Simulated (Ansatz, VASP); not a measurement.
**One calculation of Ni, two programs**

File INCAR:

```
ALGO = Normal
EDIFF = 1E-6
ENCUT = 520
GGA = CA
ISIF = 2
ISMEAR = -1
ISPIN = 2
LASPH = T
LCHARG = T
LELF = T
LMAXMIX = 4
LORBIT = 11
LREAL = F
LVHAR = T
LWAVE = F
MAGMOM = 0.607
NBANDS = 15
NELM = 150
PREC = Accurate
SIGMA = 0.05
```

The input KPOINTS:

```
k-points
0
Gamma
  4 4 4
```

POSCAR

```
Ni
1.0
    0.0000000000      1.7124646296      1.7124646296
    1.7124646296      0.0000000000      1.7124646296
    1.7124646296      1.7124646296      0.0000000000
Ni
1
Direct
    0.0000000000      0.0000000000      0.0000000000
```

Input for Ansatz:

```yaml
crystal:
  lattice:
    - [0.0, 1.7124646296, 1.7124646296]
    - [1.7124646296, 0.0, 1.7124646296]
    - [1.7124646296, 1.7124646296, 0.0]
  atoms:
    - { symbol: Ni, position: [0.0, 0.0, 0.0], spin: 0.607 }
hamiltonian:
  xc: lda
  pseudopotentials:
    kind: paw
    azcp:
      Ni: "pseudopotentials/Ni.paw.azcp"
basis:
  ecutwfc: 420
  fft_grid_basis: typed
kpoints:
  mp_grid: { grid: [4, 4, 4], shift: [0, 0, 0] }
magnetization:
  spin_polarized: true
scf:
  occupations: { method: fermi_dirac, width: 0.05 }
  lower_state_search: "off"
output:
  stress: true
```

Alike in both runs: task single point; functional LDA; k mesh 4 × 4 × 4; occupations fermi-dirac, width 0.05 eV; collinear spin.

|  | VASP | Ansatz |
| --- | --- | --- |
| version | VASP 6.6.1 | Ansatz 0.2.0 |
| potentials or method | VASP PAW LDA potentials, release 64 (Ni), cutoff 520 eV | plane waves (420 eV) with PAW, scalar-relativistic |
| valence electrons in the cell | 10 | 18 |

Ansatz gave:

| Quantity | Value |
| --- | --- |
| pressure (GPa) | -3.7 |
| net moment per atom (μB) | 0.59 |
| size of the moment on the site where the two differ most (μB) | 0.63 |

What did VASP give for the same quantities?

Pressure (GPa): -3.9; net moment per atom (μB): 0.59; size of the moment on the site where the two differ most (μB): 0.60.

Ansatz warns that its potentials were made for another functional, while VASP's fit it. LDA's correlation is that of Perdew and Zunger in VASP and of Perdew and Wang (1992) in Ansatz. Site moments also hang on the region over which each program counts them. VASP's potentials hold 10 valence electrons a cell and Ansatz's 18, so a difference there can come from the potentials and not from the codes.

The k mesh is coarse, so the values compare programs but aren't converged.
